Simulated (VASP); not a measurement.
# CoO (R-3m) in VASP: a series of runs

CoO is run at these levels: PBE, LDA; tasks: single point.

Everything below comes from runs of VASP 6.6.1. Logs are shortened: lines on timing, memory, paths and dates and some standing lists are left out, and cuts for length are marked.

## Step 1: The cell of the first run

It takes space group R-3m (No. 166, trigonal). The conventional cell has a = 3.051 Å, b = 3.051 Å, c = 7.416 Å, α = 90.00°, β = 90.00°, γ = 120.00°. Co (site symmetry -3m) has 6 O at 2.15 Å within 2.8 Å. O (site symmetry -3m) has 6 Co at 2.15 Å within 2.8 Å.

## Step 2: Single point, PBE, collinear spin, ferromagnetic start

INCAR reads:

```
SYSTEM = CoO
PREC     = Accurate       ! precision mode
ENCUT    = 520            ! plane-wave cutoff, eV
EDIFF    = 1E-6           ! SCF threshold, eV
ISMEAR   = -1             ! smearing method
SIGMA    = 0.05           ! smearing width, eV
LREAL    = .False.        ! projectors in reciprocal space
LASPH    = .True.         ! aspherical terms in the spheres
NELM     = 150            ! most SCF steps
ALGO     = Normal         ! electronic algorithm
ISIF     = 2              ! what is computed and relaxed
LWAVE    = .False.        ! write WAVECAR
LCHARG   = .False.        ! write CHGCAR
ISPIN    = 2              ! spin polarisation
MAGMOM   = 2 0            ! initial moments
LORBIT   = 11             ! projections on sites
LMAXMIX  = 4              ! l up to which the mixer works
GGA      = PE             ! functional
NBANDS   = 18             ! bands
```

KPOINTS reads:

```
regular mesh
0
Gamma
  11 11 11
  0 0 0
```

POSCAR reads:

```
CoO
1.0
    1.5252806262      0.8806211801      2.4720348897
   -1.5252806262      0.8806211801      2.4720348897
    0.0000000000     -1.7612423603      2.4720348897
Co O
1 1
Direct
    0.0000000000      0.0000000000      0.0000000000
    0.5000000000      0.5000000000      0.5000000000
```

Potentials or basis: VASP PAW PBE potentials, release 64 (Co, O).

Run with:

```
$ cat potpaw_PBE.64/Co/POTCAR potpaw_PBE.64/O/POTCAR > POTCAR
$ mpirun -np 1 vasp_std > vasp.out
```

OUTCAR:

```text
SYSTEM = CoO
   PREC = Accurate
   ENCUT = 520
   EDIFF = 1E-6
   ISMEAR = -1
   LREAL = .False.
   LASPH = .True.
   NELM = 150
   ISIF = 2
   ISPIN = 2
   LORBIT = 11
   GGA = PE

 ion  position               nearest neighbor table
   1  0.000  0.000  0.000-   2 2.15   2 2.15   2 2.15   2 2.15   2 2.15   2 2.15
   2  0.500  0.500  0.500-   1 2.15   1 2.15   1 2.15   1 2.15   1 2.15   1 2.15

  LATTYP: Found a trigonal (rhomboedric) cell.
 ALAT       =     3.0352810656
 COS(alpha) =     0.4949531368

  Lattice vectors:

 A1 = (   1.5252806262,   0.8806211801,   2.4720348897)
 A2 = (  -1.5252806262,   0.8806211801,   2.4720348897)
 A3 = (   0.0000000000,  -1.7612423603,   2.4720348897)

Analysis of symmetry for initial positions (statically):
=====================================================================
 Subroutine PRICEL returns:
 Original cell was already a primitive cell.

 Routine SETGRP: Setting up the symmetry group for a
 trigonal (rhombohedral) supercell.

 Subroutine GETGRP returns: Found 12 space group operations
 (whereof 12 operations were pure point group operations)
 out of a pool of 12 trial point group operations.

The static configuration has the point symmetry D_3d.

Analysis of symmetry for dynamics (positions and initial velocities):
=====================================================================
 Subroutine PRICEL returns:
 Original cell was already a primitive cell.

 Routine SETGRP: Setting up the symmetry group for a
 trigonal (rhombohedral) supercell.

 Subroutine GETGRP returns: Found 12 space group operations
 (whereof 12 operations were pure point group operations)
 out of a pool of 12 trial point group operations.

The dynamic configuration has the point symmetry D_3d.

Analysis of structural, dynamic, and magnetic symmetry:
=====================================================================
 Subroutine PRICEL returns:
 Original cell was already a primitive cell.

 Routine SETGRP: Setting up the symmetry group for a
 trigonal (rhombohedral) supercell.

 Subroutine GETGRP returns: Found 12 space group operations
 (whereof 12 operations were pure point group operations)
 out of a pool of 12 trial point group operations.

The overall configuration has the point symmetry D_3d.

 Subroutine INISYM returns: Found 12 space group operations
 (whereof 12 operations are pure point group operations),
 and found     1 'primitive' translations

----------------------------------------------------------------------------------------
[... 109 lines left out ...]
   EFERMI_NEDOS =   21; number of points for ismear=-14 and -15
   IALGO  =     38    algorithm
   IMIX   =      4    mixing-type and parameters
     AMIX     =   0.40;   BMIX     =  1.00
     AMIX_MAG =   1.60;   BMIX_MAG =  1.00
  volume/ion in A,a.u.               =       9.96        67.22
  Fermi-wavevector in a.u.,A,eV,Ry     =   1.489328  2.814422 30.179052  2.218098
  Thomas-Fermi vector in A             =   2.602250
   LORBIT       =     11    0 simple, 1 ext, 2 COOP (PROOUT), +10 PAW based schemes
   GGA     = PE    functional components
   LHFCALC =     F    Hartree Fock is set to
   AEXX    =    0.0000 exact exchange contribution
   IVDW    =     0    specifies the selected vdW correction
   LEPSILON=     F    determine dielectric tensor
   LRPA    =     F    only Hartree local field effects (RPA)
 spin polarized calculation
  energy-cutoff  :      520.00
  volume of cell :       19.92
 maximum number of plane-waves:       547
   NGX = 11   NGY = 11   NGZ = 11

 number of electron      15.0000005 magnetization       2.9532712

 Free energy of the ion-electron system (eV)
  ---------------------------------------------------
  ext. energy  EPLUGINS =         0.00000000
  ---------------------------------------------------
  free energy    TOTEN  =       -13.04711616 eV

  energy without entropy =      -13.01227869  energy(sigma->0) =      -13.02969743

 E-fermi :   7.4731     XC(G=0): -12.2347

 val. band max:        7.4721743925   @ k =  -0.4545   0.3636   0.1818
 cond. band min:       7.4740706607   @ k =   0.4545   0.0000   0.0000
 fundamental gap:      0.0018962682
 Fermi energy:         7.4730582202

 spin component 1

 k-point     1 :       0.0000    0.0000    0.0000
  band No.  band energies     occupation
      1     -12.4304      1.00000
      2       4.2210      1.00000
      3       4.2210      1.00000
      4       4.4226      1.00000
      5       4.4226      1.00000
      6       4.4778      1.00000
[... 493 lines left out ...]
     17      34.6820      0.00000
     18      36.5008      0.00000

 [... further k-points ...]

 spin component 2

 k-point     1 :       0.0000    0.0000    0.0000
  band No.  band energies     occupation
      1     -11.9126      1.00000
      2       5.0566      1.00000
      3       5.0566      1.00000
      4       5.1077      1.00000
      5       6.4381      1.00000
      6       6.4381      1.00000
[... 493 lines left out ...]
     17      35.2779      0.00000
     18      37.0918      0.00000

 [... further k-points ...]
[... 5 lines left out ...]
  --------------------------------------------------------------------------------------
  -------------------------------------------------------------------------------------
  Total       -0.8218632     -0.8218632     -0.8557617      0.0000000      0.0000000      0.0000000
  in kB      -66.0945096    -66.0945096    -68.8206383      0.0000000      0.0000000      0.0000000
  external PRESSURE =     -67.0032192 kB  Pullay stress =       0.0000000 kB

 VOLUME and BASIS-vectors are now :
 -----------------------------------------------------------------------------
  energy-cutoff  :      520.00
  volume of cell :       19.92
      direct lattice vectors                 reciprocal lattice vectors
     1.525280626  0.880621180  2.472034890     0.327808530  0.189260343  0.134841678
    -1.525280626  0.880621180  2.472034890    -0.327808530  0.189260343  0.134841678
     0.000000000 -1.761242360  2.472034890     0.000000000 -0.378520686  0.134841678

 POSITION                                       TOTAL-FORCE (eV/Angst)
 -----------------------------------------------------------------------------------
      0.00000      0.00000      0.00000         0.000000     -0.000000     -0.000000
      0.00000     -0.00000      3.70805        -0.000000      0.000000      0.000000
 -----------------------------------------------------------------------------------
    total drift:                               -0.000000      0.000000     -0.000000

  FREE ENERGIE OF THE ION-ELECTRON SYSTEM (eV)
  ---------------------------------------------------
  free  energy   TOTEN  =       -13.0471161615 eV

  energy  without entropy=      -13.0122786890  energy(sigma->0) =      -13.02969743

 total charge

# of ion       s       p       d       tot
------------------------------------------
    1        0.286   0.336   7.120   7.743
    2        1.556   3.410   0.000   4.965
--------------------------------------------------
tot          1.842   3.746   7.120  12.708

 magnetization (x)

# of ion       s       p       d       tot
------------------------------------------
    1        0.020   0.017   2.555   2.592
    2        0.028   0.280   0.000   0.308
--------------------------------------------------
tot          0.048   0.297   2.555   2.900
```

OSZICAR:

```text
N       E                     dE             d eps       ncg     rms          rms(c)
DAV:   1     0.770517680797E+02    0.77052E+02   -0.65425E+03 10922   0.950E+02
DAV:   2    -0.105983383474E+02   -0.87650E+02   -0.75536E+02 11068   0.220E+02
DAV:   3    -0.154433704631E+02   -0.48450E+01   -0.46864E+01 12176   0.549E+01
DAV:   4    -0.154941600109E+02   -0.50790E-01   -0.50745E-01 12758   0.538E+00
DAV:   5    -0.154953715564E+02   -0.12115E-02   -0.12113E-02 12964   0.823E-01    0.165E+01
DAV:   6    -0.145013530867E+02    0.99402E+00   -0.17851E+01 13408   0.612E+01    0.212E+01
DAV:   7    -0.131956146746E+02    0.13057E+01   -0.86019E+00 13074   0.495E+01    0.816E+00
DAV:   8    -0.130676992515E+02    0.12792E+00   -0.45095E-01 15008   0.103E+01    0.395E+00
DAV:   9    -0.130800186263E+02   -0.12319E-01   -0.31512E-01 15188   0.922E+00    0.286E+00
DAV:  10    -0.130459906414E+02    0.34028E-01   -0.14360E-01 15438   0.717E+00    0.292E-01
DAV:  11    -0.130473552289E+02   -0.13646E-02   -0.11081E-02 12948   0.941E-01    0.314E-01
DAV:  12    -0.130470950565E+02    0.26017E-03   -0.10218E-03 15630   0.570E-01    0.514E-02
DAV:  13    -0.130471519426E+02   -0.56886E-04   -0.14516E-04 14492   0.157E-01    0.942E-02
DAV:  14    -0.130471175443E+02    0.34398E-04   -0.29880E-05 15530   0.764E-02    0.349E-02
DAV:  15    -0.130471156195E+02    0.19248E-05   -0.26437E-05 14760   0.837E-02    0.500E-03
DAV:  16    -0.130471161615E+02   -0.54200E-06   -0.34197E-06 11302   0.150E-02
   1 F= -.13047116E+02 E0= -.13029697E+02  d E =-.348375E-01  mag=     2.9533
```

Wall time 53 s (1 thread of Intel Xeon Platinum 8488C (Sapphire Rapids), shared host); peak memory 0.21 GiB.

What came out:

* Free energy: -13.0471 eV
* Pressure: -6.7 GPa
* Net moment: 2.95 μB per cell
* Site moments: Co +2.59; O +0.31 μB
* Valence electrons inside the program's atomic spheres: Co 7.74; O 4.96

Stress tensor (GPa, compression positive):
```
-6.61  0.00  0.00
 0.00 -6.61  0.00
 0.00  0.00 -6.88
```

Levels at points of the mesh, in eV from the Fermi level:
Spin up:
```tsv
k point	band 5	band 6	band 7	band 8	band 9	band 10	band 11	band 12	band 13	band 14
(0.00, 0.00, 0.00)	-3.05	-3.00	-2.99	-2.99	-2.94	0.86	16.77	17.84	17.84	18.05
```
Spin down:
```csv
k point,band 3,band 4,band 5,band 6,band 7,band 8,band 9,band 10
"(0.00, 0.00, 0.00)",-2.42,-2.37,-1.03,-1.03,-1.02,0.11,0.11,1.40
```

Caveat: a cell with one magnetic atom can't hold antiferromagnetic order, which such compounds often take; semilocal functionals often make such compounds metallic where correlation or magnetic order opens a gap, which also shifts bond lengths. With open d or f shells a metallic result of PBE can be an artefact of self-interaction; +U or a hybrid may open a gap.

## Step 3: Single point, LDA, collinear spin, ferromagnetic start

This run uses another cell than the first one, of 9.58 Å³/atom, 0.962 times its volume.

INCAR reads:

```
SYSTEM = CoO
  ALGO = Normal
  EDIFF = 1E-6
  ENCUT = 520
  ISIF = 2
  ISMEAR = 0
  ISPIN = 2
  LASPH = .True.
  LCHARG = .False.
  LMAXMIX = 4
  LORBIT = 11
  LREAL = .False.
  LWAVE = .False.
  MAGMOM = 2 0
  NBANDS = 18
  NELM = 150
  PREC = Accurate
  SIGMA = 0.05
```

KPOINTS reads:

```
k-points
0
Gamma
  11 11 11
  0 0 0
```

POSCAR reads:

```
CoO
1.0
    1.5054695445      0.8691832468      2.4399269062
   -1.5054695445      0.8691832468      2.4399269062
    0.0000000000     -1.7383664936      2.4399269062
Co O
1 1
Direct
    0.0000000000      0.0000000000      0.0000000000
    0.5000000000      0.5000000000      0.5000000000
```

Potentials or basis: VASP PAW LDA potentials, release 64 (Co, O).

Run with:

```
$ cat potpaw_LDA.64/Co/POTCAR potpaw_LDA.64/O/POTCAR > POTCAR
$ mpirun -np 1 vasp_std > vasp.out
```

Wall time 67 s (1 thread of Intel Xeon Platinum 8375C at 2.90GHz (Ice Lake), shared host); peak memory 0.2 GiB.

It converged, with:

```
Free energy                                           : -14.6667 eV
Pressure                                              : -19.0 GPa
Net moment                                            : 2.79 μB per cell
Site moments                                          : Co +2.42; O +0.30 μB
Valence electrons inside the program's atomic spheres : Co 7.85; O 4.93
```

Stress tensor (GPa, compression positive):
```
-18.98   0.00   0.00
  0.00 -18.98   0.00
  0.00   0.00 -19.18
```

Levels at points of the mesh, in eV from the Fermi level:
Spin up:
| k point | band 6 | band 7 | band 8 | band 9 | band 10 | band 11 | band 12 | band 13 |
| --- | --- | --- | --- | --- | --- | --- | --- | --- |
| (0.00, 0.00, 0.00) | -3.01 | -2.97 | -2.97 | -2.97 | 0.99 | 16.65 | 17.94 | 17.94 |
Spin down:
```tsv
k point	band 3	band 4	band 5	band 6	band 7	band 8	band 9	band 10
(0.00, 0.00, 0.00)	-2.77	-2.72	-1.12	-1.12	-1.09	-0.45	-0.45	1.52
```

Caveat: a cell with one magnetic atom can't hold antiferromagnetic order, which such compounds often take; semilocal functionals often make such compounds metallic where correlation or magnetic order opens a gap, which also shifts bond lengths. With open d or f shells a metallic result of LDA can be an artefact of self-interaction; +U or a hybrid may open a gap.
